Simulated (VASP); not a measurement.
# Rb3Sr (Fm-3m) in VASP: notebook

The runs below take Rb3Sr through single point, relaxation of volume and atoms at fixed shape, with PBE.

Everything below comes from runs of VASP 6.6.1. Logs are shortened: lines on timing, memory, paths and dates and some standing lists are left out, and cuts for length are marked.

## (1) The cell of the first run

Symmetry: Fm-3m, No. 225, cubic system. The conventional cell has a = 10.881 Å, b = 10.881 Å, c = 10.881 Å, α = 90.00°, β = 90.00°, γ = 90.00°.

## (2) Single point, PBE

INCAR

```
SYSTEM = Rb3Sr
PREC = Accurate
ENCUT = 500
EDIFF = 1E-6
ISMEAR = -1
SIGMA = 0.1
LREAL = .False.
LASPH = .True.
NELM = 120
ALGO = Normal
ISIF = 2
LWAVE = .False.
LCHARG = .False.
GGA = PE
NBANDS = 26
GGA_COMPAT = .False.
```

KPOINTS

```
regular mesh
0
Gamma
  4 4 4
  0 0 0
```

POSCAR

```
Rb3Sr
1.0
    0.0000000000      5.4402880000      5.4402880000
    5.4402880000      0.0000000000      5.4402880000
    5.4402880000      5.4402880000      0.0000000000
Rb Sr
3 1
Direct
    0.2500000000      0.2500000000      0.2500000000
    0.7500000000      0.7500000000      0.7500000000
    0.5000000000      0.5000000000      0.5000000000
    0.0000000000      0.0000000000      0.0000000000
```

Potentials or basis: VASP PAW PBE potentials, release 64 (Rb_sv, Sr_sv).

Started as:

```console
$ cat potpaw_PBE.64/Rb_sv/POTCAR potpaw_PBE.64/Sr_sv/POTCAR > POTCAR
$ mpirun -np 1 vasp_std > vasp.out
```

OUTCAR:

```text
SYSTEM = Rb3Sr
   PREC = Accurate
   ENCUT = 500
   EDIFF = 1E-6
   ISMEAR = -1
   LREAL = .False.
   LASPH = .True.
   NELM = 120
   ISIF = 2
   GGA = PE

 ion  position               nearest neighbor table
   1  0.250  0.250  0.250-   3 4.71   4 4.71   4 4.71   4 4.71   4 4.71   3 4.71   3 4.71   3 4.71
                             2 5.44   2 5.44   2 5.44   2 5.44   2 5.44   2 5.44
   2  0.750  0.750  0.750-   3 4.71   4 4.71   3 4.71   3 4.71   3 4.71   4 4.71   4 4.71   4 4.71
                             1 5.44   1 5.44   1 5.44   1 5.44   1 5.44   1 5.44
   3  0.500  0.500  0.500-   1 4.71   2 4.71   1 4.71   1 4.71   1 4.71   2 4.71   2 4.71   2 4.71
                             4 5.44   4 5.44   4 5.44   4 5.44   4 5.44   4 5.44
   4  0.000  0.000  0.000-   1 4.71   2 4.71   2 4.71   2 4.71   2 4.71   1 4.71   1 4.71   1 4.71
                             3 5.44   3 5.44   3 5.44   3 5.44   3 5.44   3 5.44

  LATTYP: Found a face centered cubic cell.
 ALAT       =    10.8805760000

  Lattice vectors:

 A1 = (   0.0000000000,   5.4402880000,   5.4402880000)
 A2 = (   5.4402880000,   0.0000000000,   5.4402880000)
 A3 = (   5.4402880000,   5.4402880000,   0.0000000000)

Analysis of symmetry for initial positions (statically):
=====================================================================
 Subroutine PRICEL returns:
 Original cell was already a primitive cell.

 Routine SETGRP: Setting up the symmetry group for a
 face centered cubic supercell.

 Subroutine GETGRP returns: Found 48 space group operations
 (whereof 48 operations were pure point group operations)
 out of a pool of 48 trial point group operations.

The static configuration has the point symmetry O_h .

Analysis of symmetry for dynamics (positions and initial velocities):
=====================================================================
 Subroutine PRICEL returns:
 Original cell was already a primitive cell.

 Routine SETGRP: Setting up the symmetry group for a
 face centered cubic supercell.

 Subroutine GETGRP returns: Found 48 space group operations
 (whereof 48 operations were pure point group operations)
 out of a pool of 48 trial point group operations.

The dynamic configuration has the point symmetry O_h .

 Subroutine INISYM returns: Found 48 space group operations
 (whereof 48 operations are pure point group operations),
 and found     1 'primitive' translations

----------------------------------------------------------------------------------------

                                     Primitive cell

  volume of cell :     322.0295

  direct lattice vectors                    reciprocal lattice vectors
     0.000000000  5.440288000  5.440288000    -0.091906899  0.091906899  0.091906899
     5.440288000  0.000000000  5.440288000     0.091906899 -0.091906899  0.091906899
     5.440288000  5.440288000  0.000000000     0.091906899  0.091906899 -0.091906899

  length of vectors
     7.693729073  7.693729073  7.693729073     0.159187419  0.159187419  0.159187419

  position of ions in fractional coordinates (direct lattice)
     0.250000000  0.250000000  0.250000000
     0.750000000  0.750000000  0.750000000
     0.500000000  0.500000000  0.500000000
     0.000000000  0.000000000  0.000000000

  ion indices of the primitive-cell ions
   primitive index   ion index
                 1           1
                 2           2
                 3           3
                 4           4

----------------------------------------------------------------------------------------

 KPOINTS: regular mesh

Automatic generation of k-mesh.
 Grid dimensions read from file:
 generate k-points for:    4    4    4

 Generating k-lattice:

  Cartesian coordinates                     Fractional coordinates (reciprocal lattice)
    -0.022976725  0.022976725  0.022976725     0.250000000  0.000000000  0.000000000
     0.022976725 -0.022976725  0.022976725     0.000000000  0.250000000  0.000000000
     0.022976725  0.022976725 -0.022976725     0.000000000  0.000000000  0.250000000

  Length of vectors
     0.039796855  0.039796855  0.039796855

  Shift w.r.t. Gamma in fractional coordinates (k-lattice)
     0.000000000  0.000000000  0.000000000

 Subroutine IBZKPT returns following result:
 ===========================================

 Found      8 irreducible k-points:

 Following reciprocal coordinates:
            Coordinates               Weight
  0.000000  0.000000  0.000000      1.000000
  0.250000  0.000000  0.000000      8.000000
  0.500000  0.000000  0.000000      4.000000
  0.250000  0.250000  0.000000      6.000000
  0.500000  0.250000  0.000000     24.000000
 -0.250000  0.250000  0.000000     12.000000
  0.500000  0.500000  0.000000      3.000000
 -0.250000  0.500000  0.250000      6.000000
   k-points           NKPTS =      8   k-points in BZ     NKDIM =      8   number of bands    NBANDS=     26
   number of dos      NEDOS =    301   number of ions     NIONS =      4
   total plane-waves  NPLWV = 175616
   dimension x,y,z NGX =    56 NGY =   56 NGZ =   56
   dimension x,y,z NGXF=   112 NGYF=  112 NGZF=  112
   ions per type =               3   1
   NGX,Y,Z   is equivalent  to a cutoff of  12.10, 12.10, 12.10 a.u.
   NGXF,Y,Z  is equivalent  to a cutoff of  24.20, 24.20, 24.20 a.u.
 SYSTEM =  Rb3Sr
   PREC   = accura    normal or accurate (medium, high low for compatibility)
   ISTART =      0    job   : 0-new  1-cont  2-samecut
   ICHARG =      2    charge: 1-file 2-atom 10-const
   ISPIN  =      1    spin polarized calculation?
   LNONCOLLINEAR =      F non collinear calculations
   LSORBIT =      F    spin-orbit coupling
   LASPH  =      T    aspherical Exc in radial PAW
   ENCUT  =  500.0 eV  36.75 Ry    6.06 a.u.  14.03 14.03 14.03*2*pi/ulx,y,z
   NELM   =    120;   NELMIN=  2; NELMDL= -5     # of ELM steps
   EDIFF  = 0.1E-05   stopping-criterion for ELM
   LREAL  =      F    real-space projection
[... 7 lines left out ...]
   TEBEG  =    0.0;   TEEND  =   0.0 temperature during run
   PSTRESS=    0.0 pullay stress
   NELECT =      37.0000    total number of electrons
   NUPDOWN=      -1.0000    fix difference up-down
   EMIN   =  10.00;   EMAX   =-10.00  energy-range for DOS
   EFERMI =   0.00;   METHOD = LEGACY
   ISMEAR =    -1;   SIGMA  =   0.10  broadening in eV -4-tet -1-fermi 0-gaus
   EFERMI_NEDOS =   21; number of points for ismear=-14 and -15
   IALGO  =     38    algorithm
   IMIX   =      4    mixing-type and parameters
     AMIX     =   0.40;   BMIX     =  1.00
     AMIX_MAG =   1.60;   BMIX_MAG =  1.00
  volume/ion in A,a.u.               =      80.51       543.29
  Fermi-wavevector in a.u.,A,eV,Ry     =   0.795873  1.503981  8.618108  0.633413
  Thomas-Fermi vector in A             =   1.902285
   LORBIT       =      0    0 simple, 1 ext, 2 COOP (PROOUT), +10 PAW based schemes
   GGA     = PE    functional components
   LHFCALC =     F    Hartree Fock is set to
   AEXX    =    0.0000 exact exchange contribution
   IVDW    =     0    specifies the selected vdW correction
   LEPSILON=     F    determine dielectric tensor
   LRPA    =     F    only Hartree local field effects (RPA)
 non-spin polarized calculation
  energy-cutoff  :      500.00
  volume of cell :      322.03
 maximum number of plane-waves:      8210
   NGX = 29   NGY = 29   NGZ = 29

 number of electron      37.0000001 magnetization

 Free energy of the ion-electron system (eV)
  ---------------------------------------------------
  ext. energy  EPLUGINS =         0.00000000
  ---------------------------------------------------
  free energy    TOTEN  =        -4.01294122 eV

  energy without entropy =       -3.87721205  energy(sigma->0) =       -3.94507663

 E-fermi :   0.2507     XC(G=0):  -5.9044

 val. band max:        0.2027471766   @ k =   0.2500   0.0000   0.0000
 cond. band min:       0.3274347025   @ k =   0.5000   0.5000   0.0000
 fundamental gap:      0.1246875259
 Fermi energy:         0.2506808168

 k-point     1 :       0.0000    0.0000    0.0000
  band No.  band energies     occupation
      1     -37.4837      2.00000
      2     -28.4394      2.00000
      3     -28.2918      2.00000
      4     -28.2906      2.00000
      5     -19.4175      2.00000
      6     -19.4175      2.00000
[... 18 lines left out ...]
     25       1.2669      0.00008
     26       2.3015      0.00000

 k-point     2 :       0.2500    0.0000    0.0000
  band No.  band energies     occupation
      1     -37.4837      2.00000
      2     -28.4394      2.00000
      3     -28.2916      2.00000
      4     -28.2908      2.00000
      5     -19.4176      2.00000
      6     -19.4175      2.00000
[... 18 lines left out ...]
     25       1.4651      0.00001
     26       2.6446      0.00000

 k-point     3 :       0.5000    0.0000    0.0000
  band No.  band energies     occupation
      1     -37.4837      2.00000
      2     -28.4393      2.00000
      3     -28.2913      2.00000
      4     -28.2913      2.00000
      5     -19.4176      2.00000
      6     -19.4176      2.00000
[... 18 lines left out ...]
     25       1.6719      0.00000
     26       1.9760      0.00000

 k-point     4 :       0.2500    0.2500    0.0000
  band No.  band energies     occupation
      1     -37.4837      2.00000
      2     -28.4394      2.00000
      3     -28.2916      2.00000
      4     -28.2909      2.00000
      5     -19.4176      2.00000
      6     -19.4176      2.00000
[... 18 lines left out ...]
     25       1.6184      0.00000
     26       2.9778      0.00000

 k-point     5 :       0.5000    0.2500    0.0000
  band No.  band energies     occupation
      1     -37.4837      2.00000
      2     -28.4393      2.00000
      3     -28.2914      2.00000
      4     -28.2911      2.00000
      5     -19.4176      2.00000
      6     -19.4176      2.00000
[... 18 lines left out ...]
     25       1.7095      0.00000
     26       2.6148      0.00000

 k-point     6 :      -0.2500    0.2500    0.0000
  band No.  band energies     occupation
      1     -37.4837      2.00000
      2     -28.4393      2.00000
      3     -28.2915      2.00000
      4     -28.2911      2.00000
      5     -19.4176      2.00000
      6     -19.4176      2.00000
[... 18 lines left out ...]
     25       1.6586      0.00000
     26       2.4965      0.00000

 k-point     7 :       0.5000    0.5000    0.0000
  band No.  band energies     occupation
      1     -37.4837      2.00000
      2     -28.4393      2.00000
      3     -28.2915      2.00000
      4     -28.2911      2.00000
      5     -19.4176      2.00000
      6     -19.4176      2.00000
[... 18 lines left out ...]
     25       1.7776      0.00000
     26       2.7716      0.00000

 k-point     8 :      -0.2500    0.5000    0.2500
  band No.  band energies     occupation
      1     -37.4837      2.00000
      2     -28.4393      2.00000
      3     -28.2913      2.00000
      4     -28.2913      2.00000
      5     -19.4176      2.00000
      6     -19.4176      2.00000
[... 18 lines left out ...]
     25       1.7854      0.00000
     26       2.7579      0.00000

------------------------ aborting loop because EDIFF is reached ----------------------------------------

  FORCE on cell =-STRESS in cart. coord.  units (eV):
  Direction    XX          YY          ZZ          XY          YZ          ZX
  --------------------------------------------------------------------------------------
  -------------------------------------------------------------------------------------
  Total       -0.0351396     -0.0351396     -0.0351396      0.0000000      0.0000000     -0.0000000
  in kB       -0.1748281     -0.1748281     -0.1748281      0.0000000      0.0000000     -0.0000000
  external PRESSURE =      -0.1748281 kB  Pullay stress =       0.0000000 kB

 VOLUME and BASIS-vectors are now :
 -----------------------------------------------------------------------------
  energy-cutoff  :      500.00
  volume of cell :      322.03
      direct lattice vectors                 reciprocal lattice vectors
     0.000000000  5.440288000  5.440288000    -0.091906899  0.091906899  0.091906899
     5.440288000  0.000000000  5.440288000     0.091906899 -0.091906899  0.091906899
     5.440288000  5.440288000  0.000000000     0.091906899  0.091906899 -0.091906899

 POSITION                                       TOTAL-FORCE (eV/Angst)
 -----------------------------------------------------------------------------------
      2.72014      2.72014      2.72014         0.000000      0.000000     -0.000000
      8.16043      8.16043      8.16043         0.000000     -0.000000      0.000000
      5.44029      5.44029      5.44029        -0.000000     -0.000000     -0.000000
      0.00000      0.00000      0.00000        -0.000000     -0.000000     -0.000000
 -----------------------------------------------------------------------------------
    total drift:                                0.000000      0.000000      0.000000

  FREE ENERGIE OF THE ION-ELECTRON SYSTEM (eV)
  ---------------------------------------------------
  free  energy   TOTEN  =        -4.0129412194 eV

  energy  without entropy=       -3.8772120495  energy(sigma->0) =       -3.94507663
```

Wall time 42 s (1 thread of Intel Xeon 6975P-C (Granite Rapids), shared host); peak memory 0.43 GiB.

What came out:

```
Free energy : -4.0129 eV
Pressure    : 0.0 GPa
```

(Part 1 of 2 ends here.)
